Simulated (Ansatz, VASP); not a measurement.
**One calculation of BeZn2S2O, two programs**

```
CELL_PARAMETERS angstrom
4.46463 0.00000 0.00000
-2.23231 3.86648 0.00000
0.00000 0.00000 4.66880
ATOMIC_POSITIONS crystal
Be 0.00000 0.00000 0.50000
Zn 0.33333 0.66667 0.00000
Zn 0.66667 0.33333 0.00000
S 0.33333 0.66667 0.50000
S 0.66667 0.33333 0.50000
O 0.00000 0.00000 0.00000
```

Alike in both runs: task single point; functional PBE; k mesh 6 × 6 × 4; occupations gaussian, width 0.1 eV; collinear spin.

|  | VASP | Ansatz |
| --- | --- | --- |
| version | VASP 6.6.1 | Ansatz 0.2.0 |
| potentials or method | VASP PAW PBE potentials, release 64 (Be, Zn, S, O), cutoff 520 eV | scalar-relativistic, plane waves, PAW |
| valence electrons in the cell | 44 | 44 |

```csv
,VASP,Ansatz,Ansatz less VASP
gap on the k mesh at the Fermi level (eV),none,none,-
pressure (GPa),0.3,0.1,-0.13
"traceless stress, the component that is largest in VASP (GPa)",0.41,0.22,-0.193
net moment per atom (μB),0.00,0.00,0.000
```

A gap of «none» marks a metal or a gap that the smearing closes. With one functional, cell and mesh, what is left measures potentials, basis and numerics. Ansatz's warnings: seeded moment not kept.
